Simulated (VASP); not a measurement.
BN:

```
B N
1.0
     2.30596    0.00000    0.00000
    -1.15298    2.15498    0.00000
     0.00000    0.00000    6.73365
B N
2 2
Direct
  0.33333 0.66667 0.25000
  0.66667 0.33333 0.75000
  0.33333 0.66667 0.75000
  0.66667 0.33333 0.25000
```

This cell differs from its parent crystal: normal strain along x -0.0733, normal strain along z +0.0367.

```yaml
Program: VASP 6.6.1
Task: relaxation of the atoms
Functional: LDA
Potentials_or_basis: VASP PAW LDA potentials, release 64 (B, N)
Cutoff: 520 eV
k_mesh: 12 × 12 × 4
Occupations: gaussian, width 0.05 eV
Spin: no spin polarisation
```

At the start: pressure 34.6 GPa; volume 8.37 Å³/atom.

Task: Where does the relaxation end?

Result: Over 8 steps the energy falls by 12.0 meV/atom at a fixed cell; space group Cmcm (No. 63, to 0.1 Å) before and after.

Step by step:
| step | energy change (eV) | largest force (eV/Å) | pressure (GPa) |
| --- | --- | --- | --- |
| 1 | 0.0000 | 1.6035 | 34.60 |
| 2 | 0.9130 | 8.1320 | 38.05 |
| 3 | -0.0480 | 0.0189 | 33.18 |
| 4 | -0.0480 | 0.0233 | 33.20 |
| 5 | -0.0480 | 0.0220 | 33.20 |
| 6 | -0.0480 | 0.0186 | 33.20 |
| 7 | -0.0480 | 0.0105 | 33.19 |
| 8 | -0.0480 | 0.0050 | 33.19 |

Final structure:
```
CELL_PARAMETERS angstrom
2.30596 0.00000 0.00000
-1.15298 2.15498 0.00000
0.00000 0.00000 6.73365
ATOMIC_POSITIONS crystal
B 0.33660 0.67321 0.25000
B 0.66340 0.32679 0.75000
N 0.33695 0.67391 0.75000
N 0.66305 0.32609 0.25000
```

Caveat: the cell differs from its parent crystal (normal strain along x -0.0733, normal strain along z +0.0367).
